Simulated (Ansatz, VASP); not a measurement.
## Two plane-wave programs on BaO3

Contents of INCAR:

```
ALGO = Normal
EDIFF = 1E-7
EDIFFG = -0.04
ENCUT = 600
GGA = PE
IBRION = 2
ISIF = 3
ISMEAR = 0
ISPIN = 2
LASPH = True
LCHARG = False
LORBIT = 11
LREAL = False
LWAVE = False
MAGMOM = 0 1 1 1
NELM = 150
NSW = 90
PREC = Accurate
SIGMA = 0.1
```

KPOINTS

```
k-points
0
Gamma
  6 6 6
```

POSCAR

```
BaO3
1.0
    0.0000000000      3.1721545000      3.1721545000
    3.1721545000      0.0000000000      3.1721545000
    3.1721545000      3.1721545000      0.0000000000
Ba O
1 3
Direct
    0.5000000000      0.5000000000      0.5000000000
    0.2500000000      0.2500000000      0.2500000000
    0.7500000000      0.7500000000      0.7500000000
    0.0000000000      0.0000000000      0.0000000000
```

Input for Ansatz:

```yaml
crystal:
  lattice:
    - [0.0, 3.1721545, 3.1721545]
    - [3.1721545, 0.0, 3.1721545]
    - [3.1721545, 3.1721545, 0.0]
  atoms:
    - { symbol: Ba, position: [0.5, 0.5, 0.5] }
    - { symbol: O, position: [0.25, 0.25, 0.25], spin: 1.0 }
    - { symbol: O, position: [0.75, 0.75, 0.75], spin: 1.0 }
    - { symbol: O, position: [0.0, 0.0, 0.0], spin: 1.0 }
basis:
  ecutwfc: 420
kpoints:
  mp_grid: { grid: [6, 6, 6] }
hamiltonian:
  xc: pbe
scf:
  occupations: { method: gaussian, width: 0.1 }
  lower_state_search: "off"
output:
  forces: true
  stress: true
  eigenvalues: true
  populations: true
magnetization:
  spin_polarized: true
relax:
  adjacent_minimum: "off"
  f_tol: 0.04
  max_steps: 70
  cell: { stress_tol: 0.4 }
```

Alike in both runs: task relaxation of cell and atoms; functional PBE; k mesh 6 × 6 × 6; occupations gaussian, width 0.1 eV; collinear spin.

|  | VASP | Ansatz |
| --- | --- | --- |
| version | VASP 6.6.1 | Ansatz 0.2.0 |
| potentials or method | VASP PAW PBE potentials, release 64 (Ba_sv, O), cutoff 600 eV | scalar-relativistic, plane waves, PAW |
| valence electrons in the cell | 28 | 28 |

```csv
,VASP,Ansatz,Ansatz less VASP
"gap on the k mesh at the Fermi level, each at its own relaxed structure (eV)",none,none,-
net moment per atom (μB),1.00,1.00,0.000
size of the moment on the site where the two differ most (μB),1.31,1.55,+0.239
relaxed volume (Å³/atom),15.96,15.69,-0.269
relaxed length of the cell vector where the two differ most in proportion (Å),4.486,4.461,-0.0253
```

Site moments also hang on the region over which each program counts them. A gap of «none» marks a metal or a gap that the smearing closes.

Spin-orbit coupling is off throughout. Noted on VASP's run: the relaxation stopped at its first step, so nothing moved.
